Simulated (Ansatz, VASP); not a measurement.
## Na in VASP and in Ansatz

Contents of INCAR:

```
  PREC = Accurate
  ENCUT = 520
  EDIFF = 1E-6
  ISMEAR = -1
  SIGMA = 0.05
  LREAL = False
  LASPH = True
  NELM = 100
  ALGO = Normal
  ISIF = 2
  LWAVE = False
  LCHARG = False
  GGA = CA
  NBANDS = 10
```

File KPOINTS:

```
regular mesh
0
Gamma
  9 9 9
```

File POSCAR:

```
Na
1.0
   -2.0972938588      2.0972938588      2.0972938588
    2.0972938588     -2.0972938588      2.0972938588
    2.0972938588      2.0972938588     -2.0972938588
Na
1
Direct
    0.0000000000      0.0000000000      0.0000000000
```

Contents of input.yaml:

```yaml
crystal:
  lattice:
    - [-2.0972938588, 2.0972938588, 2.0972938588]
    - [2.0972938588, -2.0972938588, 2.0972938588]
    - [2.0972938588, 2.0972938588, -2.0972938588]
  atoms:
    - { symbol: Na, position: [0.0, 0.0, 0.0] }
hamiltonian:
  xc: lda
  pseudopotentials: { kind: paw }
kpoints:
  mp_grid: { grid: [9, 9, 9] }
scf:
  occupations: { method: fermi_dirac, width: 0.05 }
output:
  forces: true
  stress: true
  eigenvalues: true
```

Alike in both runs: task single point; functional LDA; k mesh 9 × 9 × 9; occupations fermi-dirac, width 0.05 eV; no spin polarisation.

```csv
,VASP,Ansatz
version,VASP 6.6.1,Ansatz 0.2.0
potentials or method,"VASP PAW LDA potentials, release 64 (Na_pv)",Ansatz PAW
plane-wave cutoff (eV),520,420
valence electrons in the cell,7,9
```

```csv
,VASP,Ansatz,Ansatz less VASP
gap on the k mesh at the Fermi level (eV),none,none,-
pressure (GPa),-0.8,-0.8,+0.02
```

LDA's correlation is that of Perdew and Zunger in VASP and of Perdew and Wang (1992) in Ansatz. A gap of «none» marks a metal or a gap that the smearing closes. VASP's potentials hold 7 valence electrons a cell and Ansatz's 9, so a difference there can come from the potentials and not from the codes.
